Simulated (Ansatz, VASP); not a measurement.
# SnO2 in VASP and in Ansatz

Contents of INCAR:

```
SYSTEM = SnO2
ALGO = Normal
EDIFF = 1E-7
ENCUT = 520
GGA = PE
ISIF = 2
ISMEAR = 0
IVDW = 12
LASPH = .True.
LCHARG = .False.
LREAL = .False.
LWAVE = .False.
NBANDS = 35
NELM = 100
PREC = Accurate
SIGMA = 0.05
```

Contents of KPOINTS:

```
k-points
0
Gamma
  12 12 4
  0 0 0
```

Contents of POSCAR:

```
SnO2
1.0
    3.2648065132      0.0000000000      0.0000000000
   -1.6324032566      2.8274053789      0.0000000000
    0.0000000000      0.0000000000     10.5056250869
Sn O
2 4
Direct
   -0.0779839477      0.0000000000      0.5000000000
    0.0779839477      0.0000000000      0.0000000000
    0.5876925777      0.3333333333      0.4017901351
    0.7456407556      0.3333333333      0.0982098649
    0.2543592444      0.6666666667      0.5982098649
    0.4123074223      0.6666666667      0.9017901351
```

Input for Ansatz:

```yaml
crystal:
  lattice:
    - [3.2648065132, 0.0, 0.0]
    - [-1.6324032566, 2.8274053789, 0.0]
    - [0.0, 0.0, 10.5056250869]
  atoms:
    - { symbol: Sn, position: [-0.0779839477, 0.0, 0.5] }
    - { symbol: Sn, position: [0.0779839477, 0.0, 0.0] }
    - { symbol: O, position: [0.5876925777, 0.3333333333, 0.4017901351] }
    - { symbol: O, position: [0.7456407556, 0.3333333333, 0.0982098649] }
    - { symbol: O, position: [0.2543592444, 0.6666666667, 0.5982098649] }
    - { symbol: O, position: [0.4123074223, 0.6666666667, 0.9017901351] }
basis:
  ecutwfc: 520.0
kpoints:
  mp_grid: { grid: [12, 12, 4] }
hamiltonian:
  xc: pbe
  dispersion: d3bj
scf:
  occupations: { method: gaussian, width: 0.05 }
output:
  forces: true
  stress: true
  eigenvalues: true
  write_density: true
  write_potential: true
  elf: true
  volumetric_format: npy
```

Change from the starting cell: mode 1 frozen in at -0.254 Å, equal normal strain along x, y and z +0.0167.

Alike in both runs: task single point; functional PBE; dispersion D3(BJ); k mesh 12 × 12 × 4; occupations gaussian, width 0.05 eV; no spin polarisation.

```csv
,VASP,Ansatz
version,VASP 6.6.1,Ansatz 0.2.0
potentials or method,"VASP PAW PBE potentials, release 64 (Sn_d, O), cutoff 520 eV","scalar-relativistic, plane waves, PAW"
valence electrons in the cell,52,52
```

VASP gave:

```
gap on the k mesh at the Fermi level (eV)                     : 1.80
least direct gap on the mesh (eV)                             : 2.09
pressure (GPa)                                                : -5.6
traceless stress, the component that is largest in VASP (GPa) : 1.91
rms of the force components (eV/Å)                            : 0.208
```

**Question.** Estimate Ansatz's values.

**Answer.** gap on the k mesh at the Fermi level (eV): 1.82; least direct gap on the mesh (eV): 2.11; pressure (GPa): -6.1; traceless stress, the component that is largest in VASP (GPa): 2.21; rms of the force components (eV/Å): 0.232.

Atom by atom the forces differ by 0.023 eV/Å (rms over components).
